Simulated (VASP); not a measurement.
# Pt (I4/mmm) in VASP: further runs, part 2 of 2

VASP 6.6.1. Earlier steps stand in the parts before.

### Step 4. Single point, PBE (strain +0.040 along x and y, -0.040 along z)

INCAR reads:

```
SYSTEM = Pt
ALGO = Fast ; EDIFF = 1E-7
ENCUT = 520 ; GGA = PE
ISIF = 2 ; ISMEAR = 0
LASPH = .TRUE. ; LCHARG = .FALSE.
LREAL = .FALSE. ; LWAVE = .FALSE.
NBANDS = 11 ; NELM = 100
PREC = Accurate ; SIGMA = 0.15
```

KPOINTS reads:

```
k-points
0
G
  22 22 22
  0 0 0
```

POSCAR reads:

```
Pt
1.0
   -1.6475888000      1.6475888000      1.5208512000
    1.6475888000     -1.6475888000      1.5208512000
    1.6475888000      1.6475888000     -1.5208512000
Pt
1
Direct
    0.0000000000      0.0000000000      0.0000000000
```

Potentials or basis: VASP PAW PBE potentials, release 64 (Pt).

Started as:

```console
$ cat potpaw_PBE.64/Pt/POTCAR > POTCAR
$ mpirun -np 1 vasp_std > vasp.out
```

OUTCAR:

```text
SYSTEM = Pt
   EDIFF = 1E-7
   ENCUT = 520
   GGA = PE
   ISIF = 2
   ISMEAR = 0
   LASPH = .TRUE.
   LREAL = .FALSE.
   NELM = 100
   PREC = Accurate

 ion  position               nearest neighbor table
   1  0.000  0.000  0.000-

  LATTYP: Found a body centered tetragonal cell.
 ALAT       =     3.2951776000
 C/A-ratio  =     0.9230769231

  Lattice vectors:

 A1 = (  -1.6475888000,   1.6475888000,   1.5208512000)
 A2 = (   1.6475888000,  -1.6475888000,   1.5208512000)
 A3 = (   1.6475888000,   1.6475888000,  -1.5208512000)

Analysis of symmetry for initial positions (statically):
=====================================================================
 Subroutine PRICEL returns:
 Original cell was already a primitive cell.

 Routine SETGRP: Setting up the symmetry group for a
 body centered tetragonal supercell.

 Subroutine GETGRP returns: Found 16 space group operations
 (whereof 16 operations were pure point group operations)
 out of a pool of 16 trial point group operations.

The static configuration has the point symmetry D_4h.

Analysis of symmetry for dynamics (positions and initial velocities):
=====================================================================
 Subroutine PRICEL returns:
 Original cell was already a primitive cell.

 Routine SETGRP: Setting up the symmetry group for a
 body centered tetragonal supercell.

 Subroutine GETGRP returns: Found 16 space group operations
 (whereof 16 operations were pure point group operations)
 out of a pool of 16 trial point group operations.

The dynamic configuration has the point symmetry D_4h.

 Subroutine INISYM returns: Found 16 space group operations
 (whereof 16 operations are pure point group operations),
 and found     1 'primitive' translations

----------------------------------------------------------------------------------------

                                     Primitive cell

[... 115 lines left out ...]
   AEXX    =    0.0000 exact exchange contribution
   IVDW    =     0    specifies the selected vdW correction
   LEPSILON=     F    determine dielectric tensor
   LRPA    =     F    only Hartree local field effects (RPA)
 non-spin polarized calculation
 RMM-DIIS sequential band-by-band and
 Gauss-broadening in eV      SIGMA  =   0.15
  energy-cutoff  :      520.00
  volume of cell :       16.51
 maximum number of plane-waves:       466
 NGX is ok and might be reduce to    24
   NGX = 11   NGY = 11   NGZ = 11

 number of electron      10.0000000 magnetization

 number of electron       9.9999999 magnetization

 Free energy of the ion-electron system (eV)
  ---------------------------------------------------
  ext. energy  EPLUGINS =         0.00000000
  ---------------------------------------------------
  free energy    TOTEN  =        -6.00422723 eV

  energy without entropy =       -5.98974825  energy(sigma->0) =       -5.99698774

 E-fermi :   9.4458     XC(G=0): -12.9429

 val. band max:        9.4379624499   @ k =  -0.2727   0.3182   0.2273
 cond. band min:       9.4462071753   @ k =  -0.1818   0.3636   0.0455
 fundamental gap:      0.0082447254
 Fermi energy:         9.4457839108

 k-point     1 :       0.0000    0.0000    0.0000
  band No.  band energies     occupation
      1       0.3816      2.00000
      2       5.7857      2.00000
      3       6.4390      2.00000
      4       6.4390      2.00000
      5       7.9967      2.00000
      6       8.8617      2.00000
      7      26.0356      0.00000
      8      26.0356      0.00000
      9      27.6553      0.00000
     10      35.0745      0.00000
     11      35.0909      0.00000
[... 309 lines left out ...]
 k-point    24 :      -0.4545    0.0455   -0.0000
  band No.  band energies     occupation
      1       3.3788      2.00000
      2       4.7356      2.00000
      3       8.3669      2.00000
      4       8.5079      2.00000
      5       9.3158      1.77951
      6      10.4236      0.00000
      7      16.8383      0.00000
      8      22.6734      0.00000
      9      24.5860      0.00000
     10      32.5764      0.00000
     11      32.9602      0.00000

 [... further k-points ...]

------------------------ aborting loop because EDIFF is reached ----------------------------------------

  FORCE on cell =-STRESS in cart. coord.  units (eV):
  Direction    XX          YY          ZZ          XY          YZ          ZX
  --------------------------------------------------------------------------------------
  -------------------------------------------------------------------------------------
  Total       -0.7612879     -0.7612879     -1.4591736      0.0000000      0.0000000      0.0000000
  in kB      -73.8609877    -73.8609877   -141.5706275      0.0000000      0.0000000      0.0000000
  external PRESSURE =     -96.4308677 kB  Pullay stress =       0.0000000 kB

 VOLUME and BASIS-vectors are now :
 -----------------------------------------------------------------------------
  energy-cutoff  :      520.00
  volume of cell :       16.51
      direct lattice vectors                 reciprocal lattice vectors
    -1.647588800  1.647588800  1.520851200     0.000000000  0.303473779  0.328763261
     1.647588800 -1.647588800  1.520851200     0.303473779  0.000000000  0.328763261
     1.647588800  1.647588800 -1.520851200     0.303473779  0.303473779  0.000000000

 POSITION                                       TOTAL-FORCE (eV/Angst)
 -----------------------------------------------------------------------------------
      0.00000      0.00000      0.00000        -0.000000      0.000000     -0.000000
 -----------------------------------------------------------------------------------
    total drift:                               -0.000000      0.000000      0.000000

  FREE ENERGIE OF THE ION-ELECTRON SYSTEM (eV)
  ---------------------------------------------------
  free  energy   TOTEN  =        -6.0042272327 eV

  energy  without entropy=       -5.9897482524  energy(sigma->0) =       -5.99698774
```

stdout:

```text
POSCAR found type information on POSCAR Pt
 POSCAR found :  1 types and       1 ions
 scaLAPACK will be used
 LDA part: xc-table for (Slater+PW92), standard interpolation
 POSCAR, INCAR and KPOINTS ok, starting setup
 FFT: planning ... GRIDC
 FFT: planning ... GRID_SOFT
 FFT: planning ... GRID
 WAVECAR not read
 entering main loop
WARNING in EDDRMM: call to ZHEGV failed, returncode =   8  4     11
```

Wall time 3.2 min (1 thread of Intel Xeon 8259CL, shared host); peak memory 0.28 GiB.

Results:

| Property | Result |
| --- | --- |
| Free energy | -6.0042 eV |
| Pressure | -9.6 GPa |
| Band gap on the k mesh | zero (bands 5 and 6 overlap by 1.99 eV) |

Stress tensor (GPa, compression positive):
```
 -7.39   0.00   0.00
  0.00  -7.39   0.00
  0.00   0.00 -14.16
```

Caveat: the cell differs from its parent crystal (strain +0.040 along x and y, -0.040 along z); the cell stands under tension; spin-orbit coupling is left out, which moves the levels of the heavy elements.

### Step 5. Summary

```tsv
cell	further INCAR settings	gap on the mesh (eV)	pressure (GPa)
a = 2.748 Å, angles 112.8, 112.8, 103.0°, 1 atom	ALGO = Fast; EDIFF = 1e-06; NBANDS = 11	none	-1.1
a = 2.748 Å, angles 106.3, 106.3, 115.9°, 1 atom	ALGO = Fast; EDIFF = 1e-06; NBANDS = 11	none	-1.1
a = 2.782 Å, angles 107.4, 107.4, 113.7°, 1 atom	ALGO = Fast; EDIFF = 1e-07; NBANDS = 11	none	-9.6
```

Alike in all rows: task single point; level PBE; potentials or basis VASP PAW PBE potentials, release 64 (Pt); no spin polarisation; k mesh 22 × 22 × 22; cutoff (eV) 520; smearing gaussian 0.15 eV.

Caveats: spin-orbit coupling is left out, which moves the levels of the heavy elements; the cell stands under tension (at least some runs).

Total energies depend on the potentials used, so only differences within one code and one set of settings carry meaning.
